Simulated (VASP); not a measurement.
Wanted: the native input for a VASP 6.6.1 run.

```
Task                   : single point
Functional             : PBE
Potentials or basis    : VASP PAW PBE potentials, release 64 (Ta_pv, V_sv)
Cutoff                 : 520 eV
k mesh                 : 11 × 11 × 7
Occupations            : fermi-dirac, width 0.08 eV
Spin                   : collinear spin, ferromagnetic start
Starting moments       : [0.0, 2.0] μB
Dipole correction      : no
Further INCAR settings : ALGO = Normal; EDIFF = 1e-06; NBANDS = 23
```

The structure of TaV lies in POSCAR:

```
TaV
1.0
    1.6067000000     -2.3077750000      0.0000000000
    1.6067000000      2.3077750000      0.0000000000
    0.0000000000      0.0000000000      4.3413610000
Ta V
1 1
Direct
    0.0000000000      0.0000000000      0.0000000000
    0.5000000000      0.5000000000      0.5000000000
```

The input as run:

INCAR

```
PREC     = Accurate       # precision mode
ENCUT    = 520            # plane-wave cutoff, eV
EDIFF    = 1E-6           # SCF threshold, eV
ISMEAR   = -1             # smearing method
SIGMA    = 0.08           # smearing width, eV
LREAL    = False          # projectors in reciprocal space
LASPH    = True           # aspherical terms in the spheres
NELM     = 150            # most SCF steps
ALGO     = Normal         # electronic algorithm
ISIF     = 2              # what is computed and relaxed
LWAVE    = False          # write WAVECAR
LCHARG   = True           # write CHGCAR
ISPIN    = 2              # spin polarisation
MAGMOM   = 0 2            # initial moments
LORBIT   = 11             # projections on sites
LMAXMIX  = 4              # l up to which the mixer works
GGA      = PE             # functional
LELF     = True           # ELF
LVHAR    = True         
NBANDS   = 23             # bands
```

KPOINTS

```
Automatic mesh
0
Gamma
  11 11 7
```

Potentials or basis: VASP PAW PBE potentials, release 64 (Ta_pv, V_sv).

Command:

```sh
$ cat potpaw_PBE.64/Ta_pv/POTCAR potpaw_PBE.64/V_sv/POTCAR > POTCAR
$ mpirun -np 1 vasp_std > vasp.out
```

It gave:

| Property | Result |
| --- | --- |
| Pressure | -0.1 GPa |
| Band gap on the k mesh | zero (filled and empty bands overlap) |
| Net moment | 0.00 μB per cell |
| Valence electrons inside the program's atomic spheres | Ta 9.00; V 11.53 |

Caveat: spin-orbit coupling is left out, which moves the levels of the heavy elements.

It took 120 s on 1 thread of Intel(R) Xeon(R) Platinum 8488C (Sapphire Rapids) (shared host), peak memory 0.29 GiB.
